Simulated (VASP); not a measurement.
# Ag3F (Fm-3m) in VASP: further runs

Ag3F is run at these levels: PBE; tasks: single point.

Everything below comes from runs of VASP 6.6.1. Logs are shortened: lines on timing, memory, paths and dates and some standing lists are left out, and cuts for length are marked.

## (1) The cell of the first run

It takes space group Fm-3m (No. 225, cubic). The conventional cell has a = 6.441 Å, b = 6.441 Å, c = 6.441 Å, α = 90.00°, β = 90.00°, γ = 90.00°. Ag (site symmetry -43m) has 10 Ag at 2.79 to 3.22 Å and 4 F at 2.79 Å within 3.7 Å. Ag (site symmetry m-3m) has 8 Ag at 2.79 Å and 6 F at 3.22 Å within 3.7 Å. Within 3.7 Å of F (site symmetry m-3m) lie 14 Ag at 2.79 to 3.22 Å.

## (2) Single point, PBE

Input file INCAR:

```
ALGO     = Normal         # electronic algorithm
EDIFF    = 1E-7           # SCF threshold, eV
ENCUT    = 520            # plane-wave cutoff, eV
GGA      = PE             # functional
ISIF     = 2              # what is computed and relaxed
ISMEAR   = 0              # smearing method
LASPH    = True           # aspherical terms in the spheres
LCHARG   = True           # write CHGCAR
LELF     = True           # ELF
LREAL    = False          # projectors in reciprocal space
LVHAR    = True         
LWAVE    = False          # write WAVECAR
NBANDS   = 28             # bands
NELM     = 60             # most SCF steps
PREC     = Accurate       # precision mode
SIGMA    = 0.1            # smearing width, eV
```

Input file KPOINTS:

```
k-points
0
Gamma
  4 4 4
```

Input file POSCAR:

```
Ag3F
1.0
    0.0000000000      3.2203699120      3.2203699120
    3.2203699120      0.0000000000      3.2203699120
    3.2203699120      3.2203699120      0.0000000000
Ag F
3 1
Direct
    0.2500000000      0.2500000000      0.2500000000
    0.7500000000      0.7500000000      0.7500000000
    0.5000000000      0.5000000000      0.5000000000
    0.0000000000      0.0000000000      0.0000000000
```

Potentials or basis: VASP PAW PBE potentials, release 64 (Ag, F).

Command:

```bash
cat potpaw_PBE.64/Ag/POTCAR potpaw_PBE.64/F/POTCAR > POTCAR
mpirun -np 1 vasp_std > vasp.out
```

OUTCAR:

```text
EDIFF = 1E-7
   ENCUT = 520
   GGA = PE
   ISIF = 2
   ISMEAR = 0
   LASPH = True
   LREAL = False
   NELM = 60
   PREC = Accurate

 ion  position               nearest neighbor table
   1  0.250  0.250  0.250-   3 2.79   3 2.79   3 2.79   3 2.79   2 3.22   2 3.22   2 3.22   2 3.22
                             2 3.22   2 3.22
   2  0.750  0.750  0.750-   3 2.79   3 2.79   3 2.79   3 2.79   1 3.22   1 3.22   1 3.22   1 3.22
                             1 3.22   1 3.22
   3  0.500  0.500  0.500-   1 2.79   1 2.79   1 2.79   1 2.79   2 2.79   2 2.79   2 2.79   2 2.79

   4  0.000  0.000  0.000-

  LATTYP: Found a face centered cubic cell.
 ALAT       =     6.4407398240

  Lattice vectors:

 A1 = (   0.0000000000,   3.2203699120,   3.2203699120)
 A2 = (   3.2203699120,   0.0000000000,   3.2203699120)
 A3 = (   3.2203699120,   3.2203699120,   0.0000000000)

Analysis of symmetry for initial positions (statically):
=====================================================================
 Subroutine PRICEL returns:
 Original cell was already a primitive cell.

 Routine SETGRP: Setting up the symmetry group for a
 face centered cubic supercell.

 Subroutine GETGRP returns: Found 48 space group operations
 (whereof 48 operations were pure point group operations)
 out of a pool of 48 trial point group operations.

The static configuration has the point symmetry O_h .

Analysis of symmetry for dynamics (positions and initial velocities):
=====================================================================
 Subroutine PRICEL returns:
 Original cell was already a primitive cell.

 Routine SETGRP: Setting up the symmetry group for a
 face centered cubic supercell.

 Subroutine GETGRP returns: Found 48 space group operations
 (whereof 48 operations were pure point group operations)
 out of a pool of 48 trial point group operations.

The dynamic configuration has the point symmetry O_h .

 Subroutine INISYM returns: Found 48 space group operations
 (whereof 48 operations are pure point group operations),
 and found     1 'primitive' translations

----------------------------------------------------------------------------------------

                                     Primitive cell

  volume of cell :      66.7955

  direct lattice vectors                    reciprocal lattice vectors
     0.000000000  3.220369912  3.220369912    -0.155261667  0.155261667  0.155261667
     3.220369912  0.000000000  3.220369912     0.155261667 -0.155261667  0.155261667
     3.220369912  3.220369912  0.000000000     0.155261667  0.155261667 -0.155261667

  length of vectors
     4.554290805  4.554290805  4.554290805     0.268921095  0.268921095  0.268921095

  position of ions in fractional coordinates (direct lattice)
     0.250000000  0.250000000  0.250000000
     0.750000000  0.750000000  0.750000000
     0.500000000  0.500000000  0.500000000
     0.000000000  0.000000000  0.000000000

  ion indices of the primitive-cell ions
   primitive index   ion index
                 1           1
                 2           2
                 3           3
                 4           4

----------------------------------------------------------------------------------------

 KPOINTS: k-points

Automatic generation of k-mesh.
 Grid dimensions read from file:
 generate k-points for:    4    4    4

 Generating k-lattice:

  Cartesian coordinates                     Fractional coordinates (reciprocal lattice)
    -0.038815417  0.038815417  0.038815417     0.250000000  0.000000000  0.000000000
     0.038815417 -0.038815417  0.038815417     0.000000000  0.250000000  0.000000000
     0.038815417  0.038815417 -0.038815417     0.000000000  0.000000000  0.250000000

  Length of vectors
     0.067230274  0.067230274  0.067230274

  Shift w.r.t. Gamma in fractional coordinates (k-lattice)
     0.000000000  0.000000000  0.000000000

 Subroutine IBZKPT returns following result:
 ===========================================

 Found      8 irreducible k-points:

 Following reciprocal coordinates:
            Coordinates               Weight
  0.000000  0.000000  0.000000      1.000000
  0.250000  0.000000  0.000000      8.000000
  0.500000  0.000000  0.000000      4.000000
  0.250000  0.250000  0.000000      6.000000
  0.500000  0.250000  0.000000     24.000000
 -0.250000  0.250000  0.000000     12.000000
  0.500000  0.500000  0.000000      3.000000
 -0.250000  0.500000  0.250000      6.000000
   k-points           NKPTS =      8   k-points in BZ     NKDIM =      8   number of bands    NBANDS=     28
   number of dos      NEDOS =    301   number of ions     NIONS =      4
   total plane-waves  NPLWV =  46656
   dimension x,y,z NGX =    36 NGY =   36 NGZ =   36
   dimension x,y,z NGXF=    72 NGYF=   72 NGZF=   72
   ions per type =               3   1
   NGX,Y,Z   is equivalent  to a cutoff of  13.14, 13.14, 13.14 a.u.
   NGXF,Y,Z  is equivalent  to a cutoff of  26.28, 26.28, 26.28 a.u.
 SYSTEM =  unknown system
   PREC   = accura    normal or accurate (medium, high low for compatibility)
   ISTART =      0    job   : 0-new  1-cont  2-samecut
   ICHARG =      2    charge: 1-file 2-atom 10-const
   ISPIN  =      1    spin polarized calculation?
   LNONCOLLINEAR =      F non collinear calculations
   LSORBIT =      F    spin-orbit coupling
   LASPH  =      T    aspherical Exc in radial PAW
   ENCUT  =  520.0 eV  38.22 Ry    6.18 a.u.   8.47  8.47  8.47*2*pi/ulx,y,z
   NELM   =     60;   NELMIN=  2; NELMDL= -5     # of ELM steps
   EDIFF  = 0.1E-06   stopping-criterion for ELM
   LREAL  =      F    real-space projection
   EDIFFG = 0.1E-05   stopping-criterion for IOM
   NSW    =      0    number of steps for IOM
   IBRION =     -1    ionic relax: 0-MD 1-quasi-New 2-CG
   NFREE  =      0    steps in history (QN), initial steepest desc. (CG)
   ISIF   =      2    stress and relaxation
   ISYM   =      2    0-nonsym 1-usesym 2-fastsym
   POTIM  = 0.5000    time-step for ionic-motion
   TEBEG  =    0.0;   TEEND  =   0.0 temperature during run
   PSTRESS=    0.0 pullay stress
   NELECT =      40.0000    total number of electrons
   NUPDOWN=      -1.0000    fix difference up-down
   EMIN   =  10.00;   EMAX   =-10.00  energy-range for DOS
   EFERMI =   0.00;   METHOD = LEGACY
   ISMEAR =     0;   SIGMA  =   0.10  broadening in eV -4-tet -1-fermi 0-gaus
   EFERMI_NEDOS =   21; number of points for ismear=-14 and -15
   IALGO  =     38    algorithm
   IMIX   =      4    mixing-type and parameters
     AMIX     =   0.40;   BMIX     =  1.00
     AMIX_MAG =   1.60;   BMIX_MAG =  1.00
  volume/ion in A,a.u.               =      16.70       112.69
  Fermi-wavevector in a.u.,A,eV,Ry     =   1.379894  2.607622 25.906956  1.904108
  Thomas-Fermi vector in A             =   2.504821
   LORBIT       =      0    0 simple, 1 ext, 2 COOP (PROOUT), +10 PAW based schemes
   GGA     = PE    functional components
   LHFCALC =     F    Hartree Fock is set to
   AEXX    =    0.0000 exact exchange contribution
   IVDW    =     0    specifies the selected vdW correction
   LEPSILON=     F    determine dielectric tensor
   LRPA    =     F    only Hartree local field effects (RPA)
 non-spin polarized calculation
 Gauss-broadening in eV      SIGMA  =   0.10
  energy-cutoff  :      520.00
  volume of cell :       66.80
 maximum number of plane-waves:      1812
 NGX is ok and might be reduce to    36
   NGX = 17   NGY = 17   NGZ = 17

 number of electron      39.9999986 magnetization

 Free energy of the ion-electron system (eV)
  ---------------------------------------------------
  ext. energy  EPLUGINS =         0.00000000
  ---------------------------------------------------
  free energy    TOTEN  =       -11.18169066 eV

  energy without entropy =      -11.17592816  energy(sigma->0) =      -11.17880941

 E-fermi :   6.3070     XC(G=0): -11.3067

 val. band max:        5.6268030869   @ k =   0.5000   0.0000   0.0000
 cond. band min:       6.3397324100   @ k =   0.5000   0.5000   0.0000
 fundamental gap:      0.7129293230
 Fermi energy:         6.3069851171

 k-point     1 :       0.0000    0.0000    0.0000
  band No.  band energies     occupation
      1     -16.2505      2.00000
      2       0.4543      2.00000
      3       0.5747      2.00000
      4       0.5747      2.00000
      5       0.6438      2.00000
      6       0.6438      2.00000
[... 20 lines left out ...]
     27      13.6118      0.00000
     28      16.0290      0.00000

 k-point     2 :       0.2500    0.0000    0.0000
  band No.  band energies     occupation
      1     -16.2431      2.00000
      2       0.1481      2.00000
      3       0.4689      2.00000
      4       0.4689      2.00000
      5       0.9214      2.00000
      6       0.9214      2.00000
[... 20 lines left out ...]
     27      15.6581      0.00000
     28      18.0621      0.00000

 k-point     3 :       0.5000    0.0000    0.0000
  band No.  band energies     occupation
      1     -16.2357      2.00000
      2       0.2328      2.00000
      3       0.5645      2.00000
      4       0.5645      2.00000
      5       0.8792      2.00000
      6       0.8792      2.00000
[... 20 lines left out ...]
     27      15.2821      0.00000
     28      18.6869      0.00000

 k-point     4 :       0.2500    0.2500    0.0000
  band No.  band energies     occupation
      1     -16.2410      2.00000
      2      -0.1072      2.00000
      3       0.7270      2.00000
      4       0.7270      2.00000
      5       0.8646      2.00000
      6       0.9090      2.00000
[... 20 lines left out ...]
     27      16.9239      0.00000
     28      17.3661      0.00000

 k-point     5 :       0.5000    0.2500    0.0000
  band No.  band energies     occupation
      1     -16.2341      2.00000
      2       0.2495      2.00000
      3       0.5498      2.00000
      4       0.7892      2.00000
      5       0.8824      2.00000
      6       0.9305      2.00000
[... 20 lines left out ...]
     27      16.7179      0.00000
     28      18.2772      0.00000

 k-point     6 :      -0.2500    0.2500    0.0000
  band No.  band energies     occupation
      1     -16.2361      2.00000
      2       0.2749      2.00000
      3       0.5432      2.00000
      4       0.7951      2.00000
      5       0.8438      2.00000
      6       0.8941      2.00000
[... 20 lines left out ...]
     27      17.2577      0.00000
     28      17.9555      0.00000

 k-point     7 :       0.5000    0.5000    0.0000
  band No.  band energies     occupation
      1     -16.2322      2.00000
      2       0.3759      2.00000
      3       0.5269      2.00000
      4       0.7449      2.00000
      5       0.8865      2.00000
      6       0.8865      2.00000
[... 20 lines left out ...]
     27      19.2835      0.00000
     28      20.0845      0.00000

 k-point     8 :      -0.2500    0.5000    0.2500
  band No.  band energies     occupation
      1     -16.2322      2.00000
      2       0.3682      2.00000
      3       0.3682      2.00000
      4       0.8869      2.00000
      5       0.9362      2.00000
      6       1.2273      2.00000
[... 20 lines left out ...]
     27      17.4495      0.00000
     28      19.6828      0.00000

------------------------ aborting loop because EDIFF is reached ----------------------------------------

  FORCE on cell =-STRESS in cart. coord.  units (eV):
  Direction    XX          YY          ZZ          XY          YZ          ZX
  --------------------------------------------------------------------------------------
  -------------------------------------------------------------------------------------
  Total       -0.2126980     -0.2126980     -0.2126980      0.0000000      0.0000000      0.0000000
  in kB       -5.1018377     -5.1018377     -5.1018377      0.0000000      0.0000000      0.0000000
  external PRESSURE =      -5.1018377 kB  Pullay stress =       0.0000000 kB

 VOLUME and BASIS-vectors are now :
 -----------------------------------------------------------------------------
  energy-cutoff  :      520.00
  volume of cell :       66.80
      direct lattice vectors                 reciprocal lattice vectors
     0.000000000  3.220369912  3.220369912    -0.155261667  0.155261667  0.155261667
     3.220369912  0.000000000  3.220369912     0.155261667 -0.155261667  0.155261667
     3.220369912  3.220369912  0.000000000     0.155261667  0.155261667 -0.155261667

 POSITION                                       TOTAL-FORCE (eV/Angst)
 -----------------------------------------------------------------------------------
      1.61018      1.61018      1.61018        -0.000000     -0.000000     -0.000000
      4.83055      4.83055      4.83055         0.000000      0.000000      0.000000
      3.22037      3.22037      3.22037        -0.000000      0.000000     -0.000000
      0.00000      0.00000      0.00000        -0.000000      0.000000     -0.000000
 -----------------------------------------------------------------------------------
    total drift:                                0.000000      0.000000      0.000000

  FREE ENERGIE OF THE ION-ELECTRON SYSTEM (eV)
  ---------------------------------------------------
  free  energy   TOTEN  =       -11.1816906629 eV

  energy  without entropy=      -11.1759281648  energy(sigma->0) =      -11.17880941
```

It took 11 s on 1 thread of AMD EPYC 9R45 (Zen 5), shared host; peak memory 0.17 GiB.

Results:

| Property | Result |
| --- | --- |
| Free energy | -11.1817 eV |
| Pressure | -0.5 GPa |
| Band gap on the k mesh | zero (band 20 reaches 6.37 eV, above the bottom of band 21 at 5.63 eV) |

Levels at points of the mesh, in eV from the Fermi level:
```
           k point  band 18  band 19  band 20  band 21  band 22  band 23
(0.00, 0.00, 0.00)    -3.18    -3.18    -3.18     5.95     5.95     5.95
(0.50, 0.00, 0.00)    -2.72    -2.72    -2.14    -0.68     4.62     4.62
(0.50, 0.50, 0.00)    -3.09    -3.09    -0.86     0.03     2.70     2.70
```

Caveat: the k points lie up to 0.42 Å⁻¹ apart.

## (3) Single point, PBE

This run uses another cell than the first one, of 24.27 Å³/atom, 1.453 times its volume.

Input file INCAR:

```
SYSTEM = Ag3F
  ALGO = Normal
  EDIFF = 1E-6
  ENCUT = 520
  GGA = PE
  ISIF = 2
  ISMEAR = 0
  LASPH = .True.
  LCHARG = .False.
  LREAL = .False.
  LWAVE = .False.
  NBANDS = 28
  NELM = 80
  PREC = Accurate
  SIGMA = 0.1
```

Input file KPOINTS:

```
k-points
0
Gamma
  4 4 4
  0 0 0
```

Input file POSCAR:

```
Ag3F
1.0
    0.0000000000      3.6475800900      3.6475800900
    3.6475800900      0.0000000000      3.6475800900
    3.6475800900      3.6475800900      0.0000000000
Ag F
3 1
Direct
    0.2500000000      0.2500000000      0.2500000000
    0.7500000000      0.7500000000      0.7500000000
    0.5000000000      0.5000000000      0.5000000000
    0.0000000000      0.0000000000      0.0000000000
```

Potentials or basis: VASP PAW PBE potentials, release 64 (Ag, F).

Command:

```bash
cat potpaw_PBE.64/Ag/POTCAR potpaw_PBE.64/F/POTCAR > POTCAR
mpirun -np 1 vasp_std > vasp.out
```

Run time: 15 s. Hardware: 1 thread of AMD EPYC 9R45 (Zen 5), shared host; peak memory 0.2 GiB.

It converged, with:

* Free energy: -9.7466 eV
* Pressure: -9.9 GPa
* Band gap on the k mesh: zero (band 20 reaches 2.43 eV, above the bottom of band 21 at 1.80 eV)

Levels at points of the mesh, in eV from the Fermi level:
| k point | band 16 | band 17 | band 18 | band 19 | band 20 | band 21 | band 22 | band 23 | band 24 | band 25 |
| --- | --- | --- | --- | --- | --- | --- | --- | --- | --- | --- |
| (0.00, 0.00, 0.00) | -2.94 | -2.94 | -2.13 | -2.13 | -2.13 | 4.36 | 5.29 | 5.29 | 5.29 | 6.02 |
| (0.50, 0.00, 0.00) | -2.99 | -2.76 | -2.10 | -2.10 | -1.07 | -0.58 | 4.17 | 4.17 | 4.35 | 6.83 |
| (0.50, 0.50, 0.00) | -2.83 | -2.57 | -2.49 | -2.49 | -0.50 | 0.08 | 2.41 | 2.78 | 2.78 | 6.54 |

Caveat: the k points lie up to 0.37 Å⁻¹ apart.

## (4) Single point, PBE

Input file INCAR:

```
PREC = Accurate ; ENCUT = 520
EDIFF = 1E-7 ; ISMEAR = 0
SIGMA = 0.1 ; LREAL = F
LASPH = T ; NELM = 80
ALGO = Normal ; ISIF = 2
LWAVE = F ; LCHARG = T
GGA = PE ; LELF = T
LVHAR = T ; NBANDS = 28
```

Input file KPOINTS:

```
Automatic mesh
0
Gamma
  6 6 6
```

Input file POSCAR:

```
Ag3F
1.0
    0.0000000000      3.2203699120      3.2203699120
    3.2203699120      0.0000000000      3.2203699120
    3.2203699120      3.2203699120      0.0000000000
Ag F
3 1
Direct
    0.2500000000      0.2500000000      0.2500000000
    0.7500000000      0.7500000000      0.7500000000
    0.5000000000      0.5000000000      0.5000000000
    0.0000000000      0.0000000000      0.0000000000
```

Command:

```bash
cat potpaw_PBE.64/Ag/POTCAR potpaw_PBE.64/F/POTCAR > POTCAR
mpirun -np 1 vasp_std > vasp.out
```

Wall time 24 s (1 thread of AMD EPYC 9R45 (Zen 5), shared host); peak memory 0.18 GiB.

Results (log left out):

```
Free energy            : -11.0388 eV
Pressure               : -0.5 GPa
Band gap on the k mesh : zero (band 20 reaches 6.04 eV, above the bottom of band 21 at 5.62 eV)
```

Levels at points of the mesh, in eV from the Fermi level:
```
           k point  band 16  band 17  band 18  band 19  band 20  band 21  band 22  band 23  band 24  band 25
(0.00, 0.00, 0.00)    -2.99    -2.99    -2.82    -2.82    -2.82     6.31     6.31     6.31     6.93     7.66
(0.50, 0.00, 0.00)    -3.27    -3.27    -2.37    -2.37    -1.78    -0.33     4.98     4.98     6.86     8.72
(0.50, 0.50, 0.00)    -3.10    -3.02    -2.75    -2.75    -0.50     0.39     3.07     3.07     4.03     8.80
```

## (5) The runs side by side

| cell | k mesh | gap on the mesh (eV) | pressure (GPa) |
| --- | --- | --- | --- |
| a = 4.554 Å, angles 60.0°, 4 atoms | 4 × 4 × 4 | none | -0.5 |
| a = 5.158 Å, angles 60.0°, 4 atoms | 4 × 4 × 4 | none | -9.9 |
| a = 4.554 Å, angles 60.0°, 4 atoms | 6 × 6 × 6 | none | -0.5 |

Alike in all rows: task single point; level PBE; potentials or basis VASP PAW PBE potentials, release 64 (Ag, F); no spin polarisation; cutoff (eV) 520; smearing gaussian 0.1 eV.

Caveats: some runs use coarse meshes.

Total energies depend on the potentials used, so only differences within one code and one set of settings carry meaning.
